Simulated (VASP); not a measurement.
The system is Al3As.

```
Al As
1.0
     5.71977    0.00000    0.00000
    -2.85989    4.95347    0.00000
     0.00000    0.00000    4.56618
Al As
6 2
Direct
  0.16747 0.33494 0.75000
  0.66506 0.83253 0.75000
  0.16747 0.83253 0.75000
  0.83253 0.66506 0.25000
  0.33494 0.16747 0.25000
  0.83253 0.16747 0.25000
  0.66667 0.33333 0.75000
  0.33333 0.66667 0.25000
```

```yaml
Program: VASP 6.6.1
Task: relaxation of cell and atoms
Functional: PBE
Potentials_or_basis: VASP PAW PBE potentials, release 64 (Al, As)
Cutoff: 600 eV
k_mesh: 6 × 6 × 4
Occupations: gaussian, width 0.1 eV
Spin: no spin polarisation
```

At the start: pressure 7.0 GPa; volume 16.17 Å³/atom.

How do energy, volume and symmetry change on relaxing?

Over 7 steps the energy falls by 50.6 meV/atom and the volume is 17.55 Å³/atom (+8.6 %); space group P6_3/mmc (No. 194, to 0.05 Å).

Step by step:
```
step  energy change (eV)  largest force (eV/Å)  pressure (GPa)  volume (Å³)
   1              0.0000                0.1960            7.04       129.37
   2             -0.3309                0.0194           -1.30       143.09
   3             -0.3314                0.0147           -1.07       142.59
   4             -0.3938                0.0414           -0.64       141.76
   5             -0.4034                0.0410           -0.35       141.29
   6             -0.4034                0.0413           -0.37       141.32
   7             -0.4046                0.0205            0.05       140.44
```

Final structure:
```
Al As
1.0
     5.73098    0.00000    0.00000
    -2.86549    4.96317    0.00000
     0.00000    0.00000    4.93742
Al As
6 2
Direct
  0.16672 0.33343 0.75000
  0.66657 0.83328 0.75000
  0.16672 0.83328 0.75000
  0.83328 0.66657 0.25000
  0.33343 0.16672 0.25000
  0.83328 0.16672 0.25000
  0.66667 0.33333 0.75000
  0.33333 0.66667 0.25000
```
